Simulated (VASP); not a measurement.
Write the native input for VASP 6.6.1 that does the following.

* Task: single point
* Functional: PBE
* Potentials or basis: VASP PAW PBE potentials, release 64 (Ga_d, N)
* Cutoff: 520 eV
* k mesh: 12 × 12 × 6
* Occupations: fermi-dirac, width 0.02 eV
* Spin: no spin polarisation
* Dipole correction: no
* Further INCAR settings: ALGO = Normal; EDIFF = 1e-06; NBANDS = 26

The structure of GaN lies in POSCAR:

```
GaN
1.0
    3.2468123637      0.0000000000      0.0000000000
   -1.6234061818      2.8118219883      0.0000000000
    0.0000000000      0.0000000000      5.2872977339
Ga N
2 2
Direct
    0.3333333333      0.6666666667     -0.0009714342
    0.6666666667      0.3333333333      0.4990285658
    0.3333333333      0.6666666667      0.3759714342
    0.6666666667      0.3333333333      0.8759714342
```

This cell differs from its parent crystal: strain +2.0%.

One way to write it, as run:

INCAR

```
PREC     = Accurate       # precision mode
ENCUT    = 520            # plane-wave cutoff, eV
EDIFF    = 1E-6           # SCF threshold, eV
ISMEAR   = -1             # smearing method
SIGMA    = 0.02           # smearing width, eV
LREAL    = F              # projectors in reciprocal space
LASPH    = T              # aspherical terms in the spheres
NELM     = 60             # most SCF steps
ALGO     = Normal         # electronic algorithm
ISIF     = 2              # what is computed and relaxed
LWAVE    = F              # write WAVECAR
LCHARG   = F              # write CHGCAR
GGA      = PE             # functional
NBANDS   = 26             # bands
```

KPOINTS

```
Automatic mesh
0
Gamma
  12 12 6
```

Potentials or basis: VASP PAW PBE potentials, release 64 (Ga_d, N).

The run is started by

```bash
$ cat potpaw_PBE.64/Ga_d/POTCAR potpaw_PBE.64/N/POTCAR > POTCAR
$ mpirun -np 1 vasp_std > vasp.out
```

It gave:

```json
{
  "Pressure": "-4.0 GPa",
  "Largest force": "0.004 eV/Å",
  "Band gap on the k mesh": "1.54 eV"
}
```

Caveat: the cell differs from its parent crystal (strain +2.0%); the cell stands under tension.

It took 100 s on 1 thread of Intel Xeon 8259CL, with other jobs on the host, peak memory 0.21 GiB.
